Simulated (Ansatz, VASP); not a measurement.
## One calculation of PbO, two programs

The input INCAR:

```
SYSTEM = PbO
PREC = Accurate ; ENCUT = 520
EDIFF = 1E-6 ; ISMEAR = 0
SIGMA = 0.05 ; LREAL = .False.
LASPH = .True. ; NELM = 60
ALGO = Normal ; ISIF = 2
LWAVE = .False. ; LCHARG = .True.
GGA = PS ; LELF = .True.
LVHAR = .True. ; NBANDS = 28
```

Contents of KPOINTS:

```
regular mesh
0
Gamma
  8 8 6
  0 0 0
```

POSCAR

```
PbO
1.0
    3.9147840000      0.0000000000      0.0000000000
    0.0000000000      3.9147840000      0.0000000000
    0.0000000000      0.0000000000      5.1726600000
Pb O
2 2
Direct
    0.0000000000      0.5000000000      0.2351000000
    0.5000000000      0.0000000000      0.7649000000
    0.0000000000      0.0000000000      0.0000000000
    0.5000000000      0.5000000000      0.0000000000
```

Input for Ansatz:

```yaml
crystal:
  lattice:
    - [3.914784, 0.0, 0.0]
    - [0.0, 3.914784, 0.0]
    - [0.0, 0.0, 5.17266]
  atoms:
    - { symbol: Pb, position: [0.0, 0.5, 0.2351] }
    - { symbol: Pb, position: [0.5, 0.0, 0.7649] }
    - { symbol: O, position: [0.0, 0.0, 0.0] }
    - { symbol: O, position: [0.5, 0.5, 0.0] }
basis:
  ecutwfc: 420
kpoints:
  mp_grid: { grid: [8, 8, 6] }
hamiltonian:
  xc: pbesol
scf:
  occupations: { method: gaussian, width: 0.05 }
output:
  forces: true
  stress: true
  eigenvalues: true
```

Change from the starting cell: strain -0.015 along x and y, +0.030 along z, atoms carried along.

Alike in both runs: task single point; functional PBEsol; k mesh 8 × 8 × 6; occupations gaussian, width 0.05 eV; no spin polarisation.

|  | VASP | Ansatz |
| --- | --- | --- |
| version | VASP 6.6.1 | Ansatz 0.2.0 |
| potentials or method | VASP PAW PBE potentials, release 64 (Pb_d, O), cutoff 520 eV | scalar-relativistic, plane waves, PAW |
| valence electrons in the cell | 40 | 40 |

Ansatz gave:

* gap on the k mesh at the Fermi level (eV): 1.07
* least direct gap on the mesh (eV): 2.14
* pressure (GPa): 1.4
* traceless stress, the component that is largest in VASP (GPa): -1.55
* rms of the force components (eV/Å): 0.029

Q: Which values does VASP return?

A: gap on the k mesh at the Fermi level (eV): 1.07; least direct gap on the mesh (eV): 2.15; pressure (GPa): 1.5; traceless stress, the component that is largest in VASP (GPa): -1.55; rms of the force components (eV/Å): 0.011.

VASP's potentials were made for PBE, not for PBEsol. Atom by atom the forces differ by 0.019 eV/Å (rms over components).

Spin-orbit coupling is off throughout.
